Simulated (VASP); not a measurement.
Write the native input for VASP 6.6.1 that does the following.

```
Task                   : single point
Functional             : PBEsol
Potentials or basis    : VASP PAW PBE potentials, release 64 (Li_sv, H, I)
Cutoff                 : 520 eV
k mesh                 : 9 × 9 × 9
Occupations            : gaussian, width 0.02 eV
Spin                   : no spin polarisation
Dipole correction      : no
Further INCAR settings : ALGO = Normal; EDIFF = 1e-06; NBANDS = 17
```

The structure of LiHI2 lies in POSCAR:

```
LiHI2
1.0
    1.9493814084      1.1254758809      5.6243970940
   -1.9493814084      1.1254758809      5.6243970940
    0.0000000000     -2.2509517618      5.6243970940
Li H I
1 1 2
Direct
    0.0000000000      0.0000000000      0.0000000000
    0.5000000000      0.5000000000      0.5000000000
    0.4025064112      0.4025064112      0.4025064112
    0.5974935888      0.5974935888      0.5974935888
```

This cell differs from its parent crystal: F replaced by I, lengths x 1.360, strained.

One way to write it, as run:

INCAR

```
PREC = Accurate
ENCUT = 520
EDIFF = 1E-6
ISMEAR = 0
SIGMA = 0.02
LREAL = F
LASPH = T
NELM = 100
ALGO = Normal
ISIF = 2
LWAVE = F
LCHARG = F
GGA = PS
NBANDS = 17
```

KPOINTS

```
regular mesh
0
Gamma
  9 9 9
```

Potentials or basis: VASP PAW PBE potentials, release 64 (Li_sv, H, I).

The run is started by

```console
$ cat potpaw_PBE.64/Li_sv/POTCAR potpaw_PBE.64/H/POTCAR potpaw_PBE.64/I/POTCAR > POTCAR
$ mpirun -np 1 vasp_std > vasp.out
```

It gave:

The largest force is 1.148 eV/Å and the band gap on the k mesh is 1.45 eV (least direct gap 2.73 eV).

Caveat: the cell differs from its parent crystal (F replaced by I, lengths x 1.360, strained); the PAW data sets were made with another functional, which shifts forces and pressure a little; spin-orbit coupling is left out, which moves the levels of the heavy elements; an odd mesh through Γ misses points on the zone boundary, where band edges can lie.

It took 4.8 min on 1 thread of AMD EPYC 7R43 64-Core Processor (Zen 3), on a shared host, peak memory 0.34 GiB.
